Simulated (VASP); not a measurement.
K7Mg7InF24 (a cell with a defect): single point with PBE

The system is K7Mg7InF24 (a cell with a defect).

```
K In Mg F
1.0
     7.98254    0.00000    0.00000
     0.00000    7.98254    0.00000
     0.00000    0.00000    7.98254
K In Mg F
7 1 7 24
Direct
  0.99476 0.99135 0.50237
  0.00243 0.49312 0.00860
  0.98768 0.50326 0.49830
  0.50603 0.99955 0.00074
  0.50587 0.99938 0.50184
  0.50558 0.50311 0.00436
  0.51020 0.49607 0.50033
  0.25428 0.25471 0.25344
  0.24862 0.24542 0.74727
  0.25252 0.74182 0.24968
  0.25974 0.74674 0.74760
  0.74838 0.25095 0.26172
  0.74837 0.25177 0.74212
  0.75216 0.74425 0.25417
  0.74976 0.74595 0.75325
  0.24450 0.25377 0.99678
  0.25487 0.25158 0.49971
  0.25254 0.74924 0.99631
  0.25311 0.74553 0.50380
  0.75962 0.25431 0.99955
  0.75332 0.25720 0.50024
  0.75011 0.76042 0.00286
  0.74363 0.74857 0.50330
  0.99363 0.25538 0.25895
  0.00981 0.25368 0.75407
  0.00222 0.75797 0.25516
  0.00390 0.75071 0.75615
  0.48878 0.25419 0.24726
  0.50858 0.25983 0.74482
  0.50451 0.75356 0.24536
  0.50627 0.74388 0.74706
  0.25819 0.99961 0.24457
  0.24736 0.00074 0.74547
  0.24609 0.49965 0.25573
  0.24573 0.50514 0.74582
  0.74798 0.99932 0.24780
  0.74240 0.00324 0.74829
  0.74326 0.50226 0.24983
  0.74010 0.50461 0.74520
```

* Program: VASP 6.6.1
* Task: single point
* Functional: PBE
* Potentials or basis: VASP PAW PBE potentials, release 64 (K_sv, In_d, Mg, F)
* Cutoff: 520 eV
* k mesh: 1 × 1 × 1, shifted
* Occupations: fermi-dirac, width 0.05 eV
* Spin: no spin polarisation

```yaml
Pressure: 5.9 GPa
Largest_force: 5.346 eV/Å
Band_gap_on_the_k_mesh: 5.87 eV
```

Forces on the atoms (eV/Å):
```
K   -0.016 -0.152  0.295
K   -0.315  0.416 -0.622
K    0.195  0.316  0.531
K    0.239 -0.217 -0.288
K    0.068 -0.389  0.222
K    0.182  0.215 -0.511
K   -0.129  0.494  0.397
In  -4.436 -2.367 -1.817
Mg   0.030  0.133  0.623
Mg  -0.375  1.400 -0.458
Mg  -1.027  0.692  0.711
Mg   0.402 -0.707 -1.755
Mg   1.149 -0.403  1.526
Mg   0.384  1.308 -0.820
Mg   0.909  1.075  0.641
F    0.425  0.248 -0.516
F    0.045  0.001  1.895
F    0.415 -0.423  0.596
F    0.163  0.008 -0.814
F   -0.577  0.328  0.377
F   -0.196 -0.055 -0.157
F   -0.249 -0.665  0.039
F    0.138 -0.073 -0.276
F   -0.066  0.177  0.270
F   -0.862  0.268 -0.621
F    0.150 -0.607  0.302
F   -0.278 -0.336 -0.518
F    4.798  0.099  0.053
F   -1.095 -0.130 -0.017
F   -0.551 -0.334  0.276
F   -0.418  0.102  0.017
F    0.109 -0.890  0.378
F    0.615  0.013 -0.314
F    0.056  2.070  0.018
F    0.315 -0.911 -0.053
F   -0.351  0.482  0.641
F   -0.151 -0.047 -0.459
F    0.004 -0.565  0.192
F    0.304 -0.573  0.013
```

Stress tensor (GPa, compression positive):
```
 6.58 -0.24 -0.15
-0.24  5.75 -0.06
-0.15 -0.06  5.43
```

Levels at points of the mesh, in eV from the valence-band top:
```csv
k point,band 127,band 128,band 129,band 130,band 131,band 132
"(0.25, 0.25, 0.25)",-0.20,-0.09,0.00,5.87,7.87,8.52
```

Run time: 16 min on 1 thread of Intel(R) Xeon(R) Platinum 8259CL CPU @ 2.50GHz (Skylake/Cascade Lake) (shared host), peak memory 0.6 GiB.

Caveat: spin-orbit coupling is left out, which moves the levels of the heavy elements.
